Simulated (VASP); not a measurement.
# Ti (Im-3m) in VASP: a series of runs

Runs on Ti. Level: PBE. Tasks: single point.

Program: VASP 6.6.1. These are calculated values, not measurements. Logs are shortened: lines on timing, memory, paths and dates and some standing lists are left out, and cuts for length are marked.

### 1 The cell of the first run

The structure is cubic, space group Im-3m (No. 229). The conventional cell has a = 3.265 Å, b = 3.265 Å, c = 3.265 Å, α = 90.00°, β = 90.00°, γ = 90.00°. Ti (site symmetry m-3m) has 14 Ti at 2.83 to 3.27 Å within 3.7 Å.

This isn't the form of Ti at room conditions, which is hcp.

### 2 Single point, PBE

The input, INCAR:

```
PREC = Accurate ; ENCUT = 520
EDIFF = 1E-7 ; ISMEAR = -1
SIGMA = 0.15 ; LREAL = F
LASPH = T ; NELM = 60
ALGO = Normal ; ISIF = 2
LWAVE = F ; LCHARG = F
GGA = PE ; NBANDS = 12
```

The input, KPOINTS:

```
Automatic mesh
0
Gamma
  20 20 20
```

The input, POSCAR:

```
Ti
1.0
   -1.6327302108      1.6327302108      1.6327302108
    1.6327302108     -1.6327302108      1.6327302108
    1.6327302108      1.6327302108     -1.6327302108
Ti
1
Direct
    0.0000000000      0.0000000000      0.0000000000
```

Potentials or basis: VASP PAW PBE potentials, release 64 (Ti_sv).

On the command line:

```
$ cat potpaw_PBE.64/Ti_sv/POTCAR > POTCAR
$ mpirun -np 1 vasp_std > vasp.out
```

OUTCAR:

```text
PREC = Accurate
   ENCUT = 520
   EDIFF = 1E-7
   ISMEAR = -1
   LREAL = F
   LASPH = T
   NELM = 60
   ISIF = 2
   GGA = PE

 ion  position               nearest neighbor table
   1  0.000  0.000  0.000-

  LATTYP: Found a body centered cubic cell.
 ALAT       =     3.2654604216

  Lattice vectors:

 A1 = (  -1.6327302108,   1.6327302108,   1.6327302108)
 A2 = (   1.6327302108,  -1.6327302108,   1.6327302108)
 A3 = (   1.6327302108,   1.6327302108,  -1.6327302108)

Analysis of symmetry for initial positions (statically):
=====================================================================
 Subroutine PRICEL returns:
 Original cell was already a primitive cell.

 Routine SETGRP: Setting up the symmetry group for a
 body centered cubic supercell.

 Subroutine GETGRP returns: Found 48 space group operations
 (whereof 48 operations were pure point group operations)
 out of a pool of 48 trial point group operations.

The static configuration has the point symmetry O_h .

Analysis of symmetry for dynamics (positions and initial velocities):
=====================================================================
 Subroutine PRICEL returns:
 Original cell was already a primitive cell.

 Routine SETGRP: Setting up the symmetry group for a
 body centered cubic supercell.

 Subroutine GETGRP returns: Found 48 space group operations
 (whereof 48 operations were pure point group operations)
 out of a pool of 48 trial point group operations.

The dynamic configuration has the point symmetry O_h .

 Subroutine INISYM returns: Found 48 space group operations
 (whereof 48 operations are pure point group operations),
 and found     1 'primitive' translations

----------------------------------------------------------------------------------------

                                     Primitive cell

  volume of cell :      17.4102

  direct lattice vectors                    reciprocal lattice vectors
    -1.632730211  1.632730211  1.632730211     0.000000000  0.306235529  0.306235529
     1.632730211 -1.632730211  1.632730211     0.306235529  0.000000000  0.306235529
     1.632730211  1.632730211 -1.632730211     0.306235529  0.306235529  0.000000000

  length of vectors
     2.827971680  2.827971680  2.827971680     0.433082439  0.433082439  0.433082439

  position of ions in fractional coordinates (direct lattice)
     0.000000000  0.000000000  0.000000000

  ion indices of the primitive-cell ions
   primitive index   ion index
                 1           1

----------------------------------------------------------------------------------------

 KPOINTS: Automatic mesh

Automatic generation of k-mesh.
 Grid dimensions read from file:
 generate k-points for:   20   20   20

 Generating k-lattice:

  Cartesian coordinates                     Fractional coordinates (reciprocal lattice)
     0.000000000  0.015311776  0.015311776     0.050000000  0.000000000  0.000000000
     0.015311776  0.000000000  0.015311776     0.000000000  0.050000000  0.000000000
     0.015311776  0.015311776  0.000000000     0.000000000  0.000000000  0.050000000

  Length of vectors
     0.021654122  0.021654122  0.021654122

  Shift w.r.t. Gamma in fractional coordinates (k-lattice)
     0.000000000  0.000000000  0.000000000

 Subroutine IBZKPT returns following result:
 ===========================================

 Found    256 irreducible k-points:

 Following reciprocal coordinates:
            Coordinates               Weight
  0.000000  0.000000  0.000000      1.000000
  0.050000  0.000000  0.000000     12.000000
  0.100000  0.000000  0.000000     12.000000
  0.150000  0.000000  0.000000     12.000000
  0.200000  0.000000  0.000000     12.000000
  0.250000  0.000000  0.000000     12.000000
[... 16 lines left out ...]
  0.200000  0.100000  0.000000     48.000000
  0.250000  0.100000  0.000000     48.000000
 [... further k-points ...]
   k-points           NKPTS =    256   k-points in BZ     NKDIM =    256   number of bands    NBANDS=     12
   number of dos      NEDOS =    301   number of ions     NIONS =      1
   total plane-waves  NPLWV =  13824
   dimension x,y,z NGX =    24 NGY =   24 NGZ =   24
   dimension x,y,z NGXF=    48 NGYF=   48 NGZF=   48
   ions per type =               1
   NGX,Y,Z   is equivalent  to a cutoff of  14.11, 14.11, 14.11 a.u.
   NGXF,Y,Z  is equivalent  to a cutoff of  28.22, 28.22, 28.22 a.u.
 SYSTEM =  unknown system
   PREC   = accura    normal or accurate (medium, high low for compatibility)
   ISTART =      0    job   : 0-new  1-cont  2-samecut
   ICHARG =      2    charge: 1-file 2-atom 10-const
   ISPIN  =      1    spin polarized calculation?
   LNONCOLLINEAR =      F non collinear calculations
   LSORBIT =      F    spin-orbit coupling
   LASPH  =      T    aspherical Exc in radial PAW
   ENCUT  =  520.0 eV  38.22 Ry    6.18 a.u.   5.26  5.26  5.26*2*pi/ulx,y,z
   NELM   =     60;   NELMIN=  2; NELMDL= -5     # of ELM steps
   EDIFF  = 0.1E-06   stopping-criterion for ELM
   LREAL  =      F    real-space projection
   EDIFFG = 0.1E-05   stopping-criterion for IOM
   NSW    =      0    number of steps for IOM
   IBRION =     -1    ionic relax: 0-MD 1-quasi-New 2-CG
   NFREE  =      0    steps in history (QN), initial steepest desc. (CG)
   ISIF   =      2    stress and relaxation
   ISYM   =      2    0-nonsym 1-usesym 2-fastsym
   POTIM  = 0.5000    time-step for ionic-motion
   TEBEG  =    0.0;   TEEND  =   0.0 temperature during run
   PSTRESS=    0.0 pullay stress
   NELECT =      12.0000    total number of electrons
   NUPDOWN=      -1.0000    fix difference up-down
   EMIN   =  10.00;   EMAX   =-10.00  energy-range for DOS
   EFERMI =   0.00;   METHOD = LEGACY
   ISMEAR =    -1;   SIGMA  =   0.15  broadening in eV -4-tet -1-fermi 0-gaus
   EFERMI_NEDOS =   21; number of points for ismear=-14 and -15
   IALGO  =     38    algorithm
   IMIX   =      4    mixing-type and parameters
     AMIX     =   0.40;   BMIX     =  1.00
     AMIX_MAG =   1.60;   BMIX_MAG =  1.00
  volume/ion in A,a.u.               =      17.41       117.49
  Fermi-wavevector in a.u.,A,eV,Ry     =   1.446108  2.732748 28.452901  2.091229
  Thomas-Fermi vector in A             =   2.564214
   LORBIT       =      0    0 simple, 1 ext, 2 COOP (PROOUT), +10 PAW based schemes
   GGA     = PE    functional components
   LHFCALC =     F    Hartree Fock is set to
   AEXX    =    0.0000 exact exchange contribution
   IVDW    =     0    specifies the selected vdW correction
   LEPSILON=     F    determine dielectric tensor
   LRPA    =     F    only Hartree local field effects (RPA)
 non-spin polarized calculation
  energy-cutoff  :      520.00
  volume of cell :       17.41
 maximum number of plane-waves:       484
 NGX is ok and might be reduce to    24
   NGX = 11   NGY = 11   NGZ = 11

 number of electron      11.9999998 magnetization

 Free energy of the ion-electron system (eV)
  ---------------------------------------------------
  ext. energy  EPLUGINS =         0.00000000
  ---------------------------------------------------
  free energy    TOTEN  =        -7.81023637 eV

  energy without entropy =       -7.64170430  energy(sigma->0) =       -7.72597033

 E-fermi :   8.0681     XC(G=0): -11.4821

 val. band max:        8.0669357799   @ k =   0.3000   0.1500   0.0500
 cond. band min:       8.0684175562   @ k =   0.1500   0.1000   0.1000
 fundamental gap:      0.0014817763
 Fermi energy:         8.0681271673

 k-point     1 :       0.0000    0.0000    0.0000
  band No.  band energies     occupation
      1     -48.4674      2.00000
      2     -24.3271      2.00000
      3     -24.3271      2.00000
      4     -24.3271      2.00000
      5       2.1126      2.00000
      6       9.0519      0.00283
      7       9.0519      0.00283
      8       9.0519      0.00283
      9      10.8045      0.00000
     10      10.8045      0.00000
     11      25.4550      0.00000
     12      25.4550      0.00000

 k-point     2 :       0.0500    0.0000    0.0000
  band No.  band energies     occupation
      1     -48.4642      2.00000
      2     -24.3441      2.00000
      3     -24.3323      2.00000
      4     -24.3272      2.00000
      5       2.1984      2.00000
      6       9.0126      0.00368
      7       9.0418      0.00303
      8       9.1140      0.00187
      9      10.7575      0.00000
     10      10.8068      0.00000
     11      25.3213      0.00000
     12      25.4487      0.00000

 k-point     3 :       0.1000    0.0000    0.0000
  band No.  band energies     occupation
      1     -48.4551      2.00000
      2     -24.3933      2.00000
      3     -24.3475      2.00000
      4     -24.3275      2.00000
      5       2.4508      2.00000
      6       8.9005      0.00775
      7       8.9993      0.00402
      8       9.2974      0.00055
      9      10.6436      0.00000
     10      10.8148      0.00000
     11      24.9006      0.00000
     12      25.3711      0.00000

 k-point     4 :       0.1500    0.0000    0.0000
  band No.  band energies     occupation
      1     -48.4408      2.00000
      2     -24.4693      2.00000
      3     -24.3710      2.00000
      4     -24.3280      2.00000
      5       2.8550      2.00000
      6       8.7315      0.02373
      7       8.8962      0.00797
      8       9.5934      0.00008
      9      10.5311      0.00000
     10      10.8319      0.00000
     11      24.1557      0.00000
     12      25.0841      0.00000

 k-point     5 :       0.2000    0.0000    0.0000
  band No.  band energies     occupation
      1     -48.4228      2.00000
      2     -24.5639      2.00000
      3     -24.4006      2.00000
      4     -24.3285      2.00000
      5       3.3838      2.00000
      6       8.5272      0.08954
      7       8.7214      0.02536
      8       9.9868      0.00001
      9      10.4844      0.00000
     10      10.8617      0.00000
     11      23.0960      0.00000
     12      24.5258      0.00000
[... 228 lines left out ...]
      1     -48.4328      2.00000
      2     -24.5103      2.00000
      3     -24.3706      2.00000
      4     -24.3432      2.00000
      5       3.0904      2.00000
      6       8.6939      0.03038
      7       8.7491      0.02113
      8       9.8016      0.00002
      9      10.4302      0.00000
     10      10.8920      0.00000
     11      23.9450      0.00000
     12      24.6700      0.00000

 k-point    22 :       0.1500    0.1000    0.0000
  band No.  band energies     occupation
      1     -48.4156      2.00000
      2     -24.5952      2.00000
      3     -24.3990      2.00000
      4     -24.3482      2.00000
      5       3.6078      2.00000
      6       8.5030      0.10441
      7       8.5642      0.07064
      8      10.2070      0.00000
      9      10.3690      0.00000
     10      10.9542      0.00000
     11      23.0820      0.00000
     12      23.9309      0.00000

 k-point    23 :       0.2000    0.1000    0.0000
  band No.  band energies     occupation
      1     -48.3965      2.00000
      2     -24.6868      2.00000
      3     -24.4350      2.00000
      4     -24.3506      2.00000
      5       4.2063      2.00000
      6       8.2796      0.39250
      7       8.3768      0.22656
      8      10.3835      0.00000
      9      10.6910      0.00000
     10      11.0187      0.00000
     11      21.8770      0.00000
     12      23.2139      0.00000

 k-point    24 :       0.2500    0.1000    0.0000
  band No.  band energies     occupation
      1     -48.3774      2.00000
      2     -24.7765      2.00000
      3     -24.4723      2.00000
      4     -24.3523      2.00000
      5       4.8158      2.00000
      6       8.0711      0.99008
      7       8.2375      0.48854
      8      10.4700      0.00000
      9      11.0632      0.00000
     10      11.2300      0.00000
     11      20.5102      0.00000
     12      22.5561      0.00000

 [... further k-points ...]

------------------------ aborting loop because EDIFF is reached ----------------------------------------

  FORCE on cell =-STRESS in cart. coord.  units (eV):
  Direction    XX          YY          ZZ          XY          YZ          ZX
  --------------------------------------------------------------------------------------
  -------------------------------------------------------------------------------------
  Total       -0.0270049     -0.0270049     -0.0270049     -0.0000000      0.0000000      0.0000000
  in kB       -2.4851372     -2.4851372     -2.4851372     -0.0000000      0.0000000      0.0000000
  external PRESSURE =      -2.4851372 kB  Pullay stress =       0.0000000 kB

 VOLUME and BASIS-vectors are now :
 -----------------------------------------------------------------------------
  energy-cutoff  :      520.00
  volume of cell :       17.41
      direct lattice vectors                 reciprocal lattice vectors
    -1.632730211  1.632730211  1.632730211     0.000000000  0.306235529  0.306235529
     1.632730211 -1.632730211  1.632730211     0.306235529  0.000000000  0.306235529
     1.632730211  1.632730211 -1.632730211     0.306235529  0.306235529  0.000000000

 POSITION                                       TOTAL-FORCE (eV/Angst)
 -----------------------------------------------------------------------------------
      0.00000      0.00000      0.00000         0.000000     -0.000000     -0.000000
 -----------------------------------------------------------------------------------
    total drift:                                0.000000      0.000000      0.000000

  FREE ENERGIE OF THE ION-ELECTRON SYSTEM (eV)
  ---------------------------------------------------
  free  energy   TOTEN  =        -7.8102363671 eV

  energy  without entropy=       -7.6417042969  energy(sigma->0) =       -7.72597033
```

Run time: 86 s. Hardware: 1 thread of Intel Xeon Platinum 8375C at 2.90GHz (Ice Lake), shared host; peak memory 0.17 GiB.

Results:

| Item | Value |
| --- | --- |
| Free energy | -7.8102 eV |
| Pressure | -0.2 GPa |
| Band gap on the k mesh | zero (bands 6 and 7 overlap by 1.64 eV) |

[end of part 1 of 2]
